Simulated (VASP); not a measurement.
# TaBi (WC type) (P-6m2) in VASP: notebook, part 2 of 2

VASP 6.6.1. Earlier steps stand in the parts before.

### 3 Single point, PBE

INCAR

```
SYSTEM = TaBi
PREC = Accurate ; ENCUT = 520
EDIFF = 1E-7 ; ISMEAR = -1
SIGMA = 0.1 ; LREAL = .False.
LASPH = .True. ; NELM = 60
ALGO = Normal ; ISIF = 2
LWAVE = .False. ; LCHARG = .True.
GGA = PE ; LELF = .True.
LVHAR = .True. ; NBANDS = 20
```

KPOINTS

```
regular mesh
0
Gamma
  14 14 12
  0 0 0
```

POSCAR

```
TaBi
1.0
    2.7920641778      0.0000000000      0.0000000000
   -1.3960320889      2.4179985069      0.0000000000
    0.0000000000      0.0000000000      3.9239289046
Ta Bi
1 1
Direct
    0.0000000000      0.0000000000      0.0000000000
    0.3333333333      0.6666666667      0.5000000000
```

Potentials or basis: VASP PAW PBE potentials, release 64 (Ta_pv, Bi_d).

Command:

```sh
> cat potpaw_PBE.64/Ta_pv/POTCAR potpaw_PBE.64/Bi_d/POTCAR > POTCAR
> mpirun -np 1 vasp_std > vasp.out
```

OUTCAR:

```text
SYSTEM = TaBi
   PREC = Accurate
   ENCUT = 520
   EDIFF = 1E-7
   ISMEAR = -1
   LREAL = .False.
   LASPH = .True.
   NELM = 60
   ISIF = 2
   GGA = PE

 ion  position               nearest neighbor table
   1  0.000  0.000  0.000-   2 2.54   2 2.54   2 2.54   2 2.54   2 2.54   2 2.54
   2  0.333  0.667  0.500-   1 2.54   1 2.54   1 2.54   1 2.54   1 2.54   1 2.54

  LATTYP: Found a hexagonal cell.
 ALAT       =     2.7920641778
 C/A-ratio  =     1.4053863574

  Lattice vectors:

 A1 = (   2.7920641778,   0.0000000000,   0.0000000000)
 A2 = (  -1.3960320889,   2.4179985069,   0.0000000000)
 A3 = (   0.0000000000,   0.0000000000,   3.9239289046)

Analysis of symmetry for initial positions (statically):
=====================================================================
 Subroutine PRICEL returns:
 Original cell was already a primitive cell.

 Routine SETGRP: Setting up the symmetry group for a
 hexagonal supercell.

 Subroutine GETGRP returns: Found 12 space group operations
 (whereof 12 operations were pure point group operations)
 out of a pool of 24 trial point group operations.

The static configuration has the point symmetry D_3h.

Analysis of symmetry for dynamics (positions and initial velocities):
=====================================================================
 Subroutine PRICEL returns:
 Original cell was already a primitive cell.

 Routine SETGRP: Setting up the symmetry group for a
 hexagonal supercell.

 Subroutine GETGRP returns: Found 12 space group operations
 (whereof 12 operations were pure point group operations)
 out of a pool of 24 trial point group operations.

The dynamic configuration has the point symmetry D_3h.

 Subroutine INISYM returns: Found 12 space group operations
 (whereof 12 operations are pure point group operations),
 and found     1 'primitive' translations

----------------------------------------------------------------------------------------

                                     Primitive cell

  volume of cell :      26.4913

  direct lattice vectors                    reciprocal lattice vectors
     2.792064178  0.000000000  0.000000000     0.358157956  0.206782593  0.000000000
    -1.396032089  2.417998507  0.000000000     0.000000000  0.413565185  0.000000000
     0.000000000  0.000000000  3.923928905     0.000000000  0.000000000  0.254846615

  length of vectors
     2.792064178  2.792064178  3.923928905     0.413565185  0.413565185  0.254846615

  position of ions in fractional coordinates (direct lattice)
     0.000000000  0.000000000  0.000000000
     0.333333333  0.666666667  0.500000000

  ion indices of the primitive-cell ions
   primitive index   ion index
                 1           1
                 2           2

----------------------------------------------------------------------------------------

 KPOINTS: regular mesh

Automatic generation of k-mesh.
 Grid dimensions read from file:
 generate k-points for:   14   14   12

 Generating k-lattice:

  Cartesian coordinates                     Fractional coordinates (reciprocal lattice)
     0.025582711  0.014770185  0.000000000     0.071428571 -0.000000000  0.000000000
     0.000000000  0.029540370  0.000000000     0.000000000  0.071428571  0.000000000
     0.000000000  0.000000000  0.021237218     0.000000000  0.000000000  0.083333333

  Length of vectors
     0.029540370  0.029540370  0.021237218

  Shift w.r.t. Gamma in fractional coordinates (k-lattice)
     0.000000000  0.000000000  0.000000000

 Subroutine IBZKPT returns following result:
 ===========================================

 Found    168 irreducible k-points:

 Following reciprocal coordinates:
            Coordinates               Weight
  0.000000  0.000000  0.000000      1.000000
  0.071429  0.000000  0.000000      6.000000
  0.142857  0.000000  0.000000      6.000000
  0.214286  0.000000  0.000000      6.000000
  0.285714  0.000000  0.000000      6.000000
  0.357143 -0.000000  0.000000      6.000000
[... 16 lines left out ...]
  0.285714  0.285714  0.000000      6.000000
  0.357143  0.285714  0.000000      6.000000
 [... further k-points ...]
   k-points           NKPTS =    168   k-points in BZ     NKDIM =    168   number of bands    NBANDS=     20
   number of dos      NEDOS =    301   number of ions     NIONS =      2
   total plane-waves  NPLWV =  17280
   dimension x,y,z NGX =    24 NGY =   24 NGZ =   30
   dimension x,y,z NGXF=    48 NGYF=   48 NGZF=   60
   ions per type =               1   1
   NGX,Y,Z   is equivalent  to a cutoff of  14.29, 14.29, 12.71 a.u.
   NGXF,Y,Z  is equivalent  to a cutoff of  28.58, 28.58, 25.42 a.u.
 SYSTEM =  TaBi
   PREC   = accura    normal or accurate (medium, high low for compatibility)
   ISTART =      0    job   : 0-new  1-cont  2-samecut
   ICHARG =      2    charge: 1-file 2-atom 10-const
   ISPIN  =      1    spin polarized calculation?
   LNONCOLLINEAR =      F non collinear calculations
   LSORBIT =      F    spin-orbit coupling
   LASPH  =      T    aspherical Exc in radial PAW
   ENCUT  =  520.0 eV  38.22 Ry    6.18 a.u.   5.19  5.19  7.30*2*pi/ulx,y,z
   NELM   =     60;   NELMIN=  2; NELMDL= -5     # of ELM steps
   EDIFF  = 0.1E-06   stopping-criterion for ELM
   LREAL  =      F    real-space projection
   EDIFFG = 0.1E-05   stopping-criterion for IOM
   NSW    =      0    number of steps for IOM
   IBRION =     -1    ionic relax: 0-MD 1-quasi-New 2-CG
   NFREE  =      0    steps in history (QN), initial steepest desc. (CG)
   ISIF   =      2    stress and relaxation
   ISYM   =      2    0-nonsym 1-usesym 2-fastsym
   POTIM  = 0.5000    time-step for ionic-motion
   TEBEG  =    0.0;   TEEND  =   0.0 temperature during run
   PSTRESS=    0.0 pullay stress
   NELECT =      26.0000    total number of electrons
   NUPDOWN=      -1.0000    fix difference up-down
   EMIN   =  10.00;   EMAX   =-10.00  energy-range for DOS
   EFERMI =   0.00;   METHOD = LEGACY
   ISMEAR =    -1;   SIGMA  =   0.10  broadening in eV -4-tet -1-fermi 0-gaus
   EFERMI_NEDOS =   21; number of points for ismear=-14 and -15
   IALGO  =     38    algorithm
   IMIX   =      4    mixing-type and parameters
     AMIX     =   0.40;   BMIX     =  1.00
     AMIX_MAG =   1.60;   BMIX_MAG =  1.00
  volume/ion in A,a.u.               =      13.25        89.39
  Fermi-wavevector in a.u.,A,eV,Ry     =   1.626916  3.074425 36.012652  2.646855
  Thomas-Fermi vector in A             =   2.719797
   LORBIT       =      0    0 simple, 1 ext, 2 COOP (PROOUT), +10 PAW based schemes
   GGA     = PE    functional components
   LHFCALC =     F    Hartree Fock is set to
   AEXX    =    0.0000 exact exchange contribution
   IVDW    =     0    specifies the selected vdW correction
   LEPSILON=     F    determine dielectric tensor
   LRPA    =     F    only Hartree local field effects (RPA)
 non-spin polarized calculation
  energy-cutoff  :      520.00
  volume of cell :       26.49
 maximum number of plane-waves:       727
 NGX is ok and might be reduce to    24
   NGX = 11   NGY = 11   NGZ = 15

 number of electron      26.0000000 magnetization

 Free energy of the ion-electron system (eV)
  ---------------------------------------------------
  ext. energy  EPLUGINS =         0.00000000
  ---------------------------------------------------
  free energy    TOTEN  =        -7.16577518 eV

  energy without entropy =       -7.12397303  energy(sigma->0) =       -7.14487411

 E-fermi :  16.6201     XC(G=0): -14.6703

 val. band max:       16.6190779384   @ k =   0.2857   0.2143   0.4167
 cond. band min:      16.6250653912   @ k =   0.3571  -0.0000   0.1667
 fundamental gap:      0.0059874528
 Fermi energy:        16.6200596900

 k-point     1 :       0.0000    0.0000    0.0000
  band No.  band energies     occupation
      1     -18.3254      2.00000
      2     -16.8479      2.00000
      3     -16.8479      2.00000
      4      -8.8078      2.00000
      5      -8.5162      2.00000
      6      -8.5162      2.00000
[... 12 lines left out ...]
     19      28.0079      0.00000
     20      29.6824      0.00000

 k-point     2 :       0.0714    0.0000    0.0000
  band No.  band energies     occupation
      1     -18.3171      2.00000
      2     -16.9441      2.00000
      3     -16.8666      2.00000
      4      -8.7640      2.00000
      5      -8.5310      2.00000
      6      -8.4673      2.00000
[... 498 lines left out ...]
 k-point    24 :       0.3571    0.2857    0.0000
  band No.  band energies     occupation
      1     -18.1863      2.00000
      2     -18.1270      2.00000
      3     -17.8836      2.00000
      4      -8.4467      2.00000
      5      -8.3701      2.00000
      6      -8.0510      2.00000
[... 12 lines left out ...]
     19      29.0250      0.00000
     20      29.1081      0.00000

 [... further k-points ...]
[... 5 lines left out ...]
  --------------------------------------------------------------------------------------
  -------------------------------------------------------------------------------------
  Total       33.4897406     33.4897406     33.5905948      0.0000000     -0.0000000     -0.0000000
  in kB     2025.4419996   2025.4419995   2031.5416073      0.0000000     -0.0000000     -0.0000000
  external PRESSURE =    2027.4752021 kB  Pullay stress =       0.0000000 kB

 VOLUME and BASIS-vectors are now :
 -----------------------------------------------------------------------------
  energy-cutoff  :      520.00
  volume of cell :       26.49
      direct lattice vectors                 reciprocal lattice vectors
     2.792064178  0.000000000  0.000000000     0.358157956  0.206782593  0.000000000
    -1.396032089  2.417998507  0.000000000     0.000000000  0.413565185  0.000000000
     0.000000000  0.000000000  3.923928905     0.000000000  0.000000000  0.254846615

 POSITION                                       TOTAL-FORCE (eV/Angst)
 -----------------------------------------------------------------------------------
      0.00000      0.00000      0.00000         0.000000      0.000000      0.000000
     -0.00000      1.61200      1.96196         0.000000     -0.000000      0.000000
 -----------------------------------------------------------------------------------
    total drift:                                0.000000     -0.000000     -0.000000

  FREE ENERGIE OF THE ION-ELECTRON SYSTEM (eV)
  ---------------------------------------------------
  free  energy   TOTEN  =        -7.1657751840 eV

  energy  without entropy=       -7.1239730295  energy(sigma->0) =       -7.14487411
```

OSZICAR:

```text
N       E                     dE             d eps       ncg     rms          rms(c)
DAV:   1     0.251446408791E+03    0.25145E+03   -0.14244E+04  6804   0.184E+03
DAV:   2     0.552562545239E+01   -0.24592E+03   -0.23938E+03  6812   0.453E+02
DAV:   3    -0.758804452587E+01   -0.13114E+02   -0.12912E+02  8076   0.106E+02
DAV:   4    -0.785489881956E+01   -0.26685E+00   -0.26620E+00  7864   0.141E+01
DAV:   5    -0.786251843111E+01   -0.76196E-02   -0.76186E-02  8868   0.247E+00    0.266E+01
DAV:   6    -0.734706627301E+01    0.51545E+00   -0.73827E-01  9092   0.975E+00    0.159E+01
DAV:   7    -0.716933392030E+01    0.17773E+00   -0.26918E-01  9232   0.565E+00    0.629E-01
DAV:   8    -0.716669063197E+01    0.26433E-02   -0.11426E-02  8108   0.108E+00    0.331E-01
DAV:   9    -0.716577992666E+01    0.91071E-03   -0.18720E-03  8620   0.497E-01    0.487E-02
DAV:  10    -0.716577573672E+01    0.41899E-05   -0.74697E-05  8044   0.798E-02    0.198E-02
DAV:  11    -0.716577521139E+01    0.52533E-06   -0.43647E-06 10520   0.249E-02    0.248E-03
DAV:  12    -0.716577537843E+01   -0.16704E-06   -0.35419E-07  7616   0.547E-03    0.145E-03
DAV:  13    -0.716577521259E+01    0.16584E-06   -0.14809E-08  4944   0.138E-03    0.245E-04
DAV:  14    -0.716577518395E+01    0.28640E-07   -0.51905E-09  4220   0.935E-04
   1 F= -.71657752E+01 E0= -.71448741E+01  d E =-.418022E-01
```

stdout:

```text
POSCAR found type information on POSCAR TaBi
 POSCAR found :  2 types and       2 ions
 scaLAPACK will be used
 LDA part: xc-table for (Slater+PW92), standard interpolation
 POSCAR, INCAR and KPOINTS ok, starting setup
 FFT: planning ... GRIDC
 FFT: planning ... GRID_SOFT
 FFT: planning ... GRID
 WAVECAR not read
 entering main loop
```

Run time: 53 s. Hardware: 1 thread of AMD EPYC 9R45 (Zen 5), shared host; peak memory 0.19 GiB.

Results:

* Free energy: -7.1658 eV
* Pressure: 202.7 GPa
* Band gap on the k mesh: zero (band 13 reaches 18.27 eV, above the bottom of band 14 at 15.14 eV)

Stress tensor (GPa, compression positive):
```
202.54   0.00   0.00
  0.00 202.54   0.00
  0.00   0.00 203.15
```

Levels at points of the mesh, in eV from the Fermi level:
```csv
k point,band 9,band 10,band 11,band 12,band 13,band 14,band 15,band 16,band 17,band 18
"(0.00, 0.00, 0.00)",-19.31,-5.86,-4.33,-1.16,-1.16,2.12,2.12,5.66,9.38,11.39
"(0.50, 0.00, 0.00)",-12.19,-10.31,-6.59,-4.46,1.55,2.19,4.99,5.84,6.50,6.52
"(0.00, 0.00, 0.50)",-16.93,-10.75,-3.67,-0.30,-0.30,1.65,1.65,6.73,9.69,9.83
"(0.50, 0.00, 0.50)",-12.92,-8.87,-6.54,-2.38,-2.09,0.32,3.29,6.67,8.08,9.30
```

Caveat: spin-orbit coupling is left out, which moves the levels of the heavy elements.

### 4 Single point, PBE

INCAR

```
SYSTEM = TaBi
PREC = Accurate
ENCUT = 500
EDIFF = 1E-6
ISMEAR = -1
SIGMA = 0.1
LREAL = .FALSE.
LASPH = .TRUE.
NELM = 120
ALGO = Normal
ISIF = 2
LWAVE = .FALSE.
LCHARG = .FALSE.
GGA = PE
NBANDS = 21
GGA_COMPAT = .FALSE.
```

KPOINTS

```
regular mesh
0
G
  14 14 12
  0 0 0
```

POSCAR

```
TaBi
1.0
    2.7934215666      0.0000000000      0.0000000000
   -1.3967107833      2.4191740401      0.0000000000
    0.0000000000      0.0000000000      3.9267667070
Ta Bi
1 1
Direct
    0.0000000000      0.0000000000      0.0000000000
    0.3333333333      0.6666666667      0.5000000000
```

Potentials or basis: VASP PAW PBE potentials, release 64 (Ta_sv_GW, Bi_d).

Command:

```sh
> cat potpaw_PBE.64/Ta_sv_GW/POTCAR potpaw_PBE.64/Bi_d/POTCAR > POTCAR
> mpirun -np 1 vasp_std > vasp.out
```

OUTCAR:

```text
SYSTEM = TaBi
   PREC = Accurate
   ENCUT = 500
   EDIFF = 1E-6
   ISMEAR = -1
   LREAL = .FALSE.
   LASPH = .TRUE.
   NELM = 120
   ISIF = 2
   GGA = PE

 ion  position               nearest neighbor table
   1  0.000  0.000  0.000-   2 2.54   2 2.54   2 2.54   2 2.54   2 2.54   2 2.54
   2  0.333  0.667  0.500-   1 2.54   1 2.54   1 2.54   1 2.54   1 2.54   1 2.54

  LATTYP: Found a hexagonal cell.
 ALAT       =     2.7934215666
 C/A-ratio  =     1.4057193350

  Lattice vectors:

 A1 = (   2.7934215666,   0.0000000000,   0.0000000000)
 A2 = (  -1.3967107833,   2.4191740401,   0.0000000000)
 A3 = (   0.0000000000,   0.0000000000,   3.9267667070)

Analysis of symmetry for initial positions (statically):
=====================================================================
 Subroutine PRICEL returns:
 Original cell was already a primitive cell.

 Routine SETGRP: Setting up the symmetry group for a
 hexagonal supercell.

 Subroutine GETGRP returns: Found 12 space group operations
 (whereof 12 operations were pure point group operations)
[... 152 lines left out ...]

 number of electron      27.9999999 magnetization

 Free energy of the ion-electron system (eV)
  ---------------------------------------------------
  ext. energy  EPLUGINS =         0.00000000
  ---------------------------------------------------
  free energy    TOTEN  =        -9.75546981 eV

  energy without entropy =       -9.71351776  energy(sigma->0) =       -9.73449378

 E-fermi :  19.9937     XC(G=0): -14.9351

 val. band max:       19.9932361182   @ k =   0.2143   0.1429   0.3333
 cond. band min:      19.9939031911   @ k =   0.4286   0.1429   0.0000
 fundamental gap:      0.0006670729
 Fermi energy:        19.9937301058

 k-point     1 :       0.0000    0.0000    0.0000
  band No.  band energies     occupation
      1     -47.5353      2.00000
      2     -14.9758      2.00000
      3     -13.5237      2.00000
      4     -13.5237      2.00000
      5      -5.4113      2.00000
      6      -5.1236      2.00000
[... 565 lines left out ...]
     20      32.3680      0.00000
     21      32.3750      0.00000

 [... further k-points ...]
[... 5 lines left out ...]
  --------------------------------------------------------------------------------------
  -------------------------------------------------------------------------------------
  Total       33.0519816     33.0519816     33.0919248      0.0000000      0.0000000      0.0000000
  in kB     1995.5811348   1995.5811348   1997.9927863      0.0000000      0.0000000      0.0000000
  external PRESSURE =    1996.3850186 kB  Pullay stress =       0.0000000 kB

 VOLUME and BASIS-vectors are now :
 -----------------------------------------------------------------------------
  energy-cutoff  :      500.00
  volume of cell :       26.54
      direct lattice vectors                 reciprocal lattice vectors
     2.793421567  0.000000000  0.000000000     0.357983919  0.206682112  0.000000000
    -1.396710783  2.419174040  0.000000000     0.000000000  0.413364224  0.000000000
     0.000000000  0.000000000  3.926766707     0.000000000  0.000000000  0.254662442

 POSITION                                       TOTAL-FORCE (eV/Angst)
 -----------------------------------------------------------------------------------
      0.00000      0.00000      0.00000         0.000000      0.000000      0.000000
     -0.00000      1.61278      1.96338        -0.000000      0.000000      0.000000
 -----------------------------------------------------------------------------------
    total drift:                                0.000000     -0.000000     -0.000000

  FREE ENERGIE OF THE ION-ELECTRON SYSTEM (eV)
  ---------------------------------------------------
  free  energy   TOTEN  =        -9.7554698085 eV

  energy  without entropy=       -9.7135177560  energy(sigma->0) =       -9.73449378
```

Wall time 36 s (1 thread of Intel Xeon 6975P-C (Granite Rapids), shared host); peak memory 0.21 GiB.

Results:

```yaml
Free_energy: -9.7555 eV
Pressure: 199.6 GPa
Band_gap_on_the_k_mesh: zero (band 14 reaches 21.64 eV, above the bottom of band 15 at 18.52 eV)
```

Stress tensor (GPa, compression positive):
```
199.56   0.00   0.00
  0.00 199.56   0.00
  0.00   0.00 199.80
```

Levels at points of the mesh, in eV from the Fermi level:
| k point | band 11 | band 12 | band 13 | band 14 | band 15 | band 16 | band 17 | band 18 |
| --- | --- | --- | --- | --- | --- | --- | --- | --- |
| (0.00, 0.00, 0.00) | -5.84 | -4.33 | -1.16 | -1.16 | 2.11 | 2.11 | 5.65 | 9.25 |
| (0.50, 0.00, 0.00) | -10.28 | -6.57 | -4.44 | 1.55 | 2.19 | 4.95 | 5.82 | 6.47 |
| (0.00, 0.00, 0.50) | -10.71 | -3.65 | -0.31 | -0.31 | 1.64 | 1.64 | 6.68 | 9.48 |
| (0.50, 0.00, 0.50) | -8.85 | -6.52 | -2.37 | -2.08 | 0.32 | 3.27 | 6.63 | 8.01 |

Caveat: spin-orbit coupling is left out, which moves the levels of the heavy elements.

### 5 The runs side by side

```csv
potentials or basis,cell,cutoff (eV),second run,gap on the mesh (eV),pressure (GPa)
"VASP PAW PBE potentials, release 64 (Ta_pv, Bi_d)","a = 2.793, b = 2.793, c = 3.927 Å, angles 90.0, 90.0, 120.0°, 2 atoms",520,-,none,201.3
"VASP PAW PBE potentials, release 64 (Ta_pv, Bi_d)","a = 2.792, b = 2.792, c = 3.924 Å, angles 90.0, 90.0, 120.0°, 2 atoms",520,-,none,202.7
"VASP PAW PBE potentials, release 64 (Ta_sv_GW, Bi_d)","a = 2.793, b = 2.793, c = 3.927 Å, angles 90.0, 90.0, 120.0°, 2 atoms",500,valence_matched,none,199.6
```

Alike in all rows: task single point; level PBE; no spin polarisation; k mesh 14 × 14 × 12; smearing fermi-dirac 0.1 eV.

Caveats: spin-orbit coupling is left out, which moves the levels of the heavy elements.

Total energies depend on the potentials used, so only differences within one code and one set of settings carry meaning.
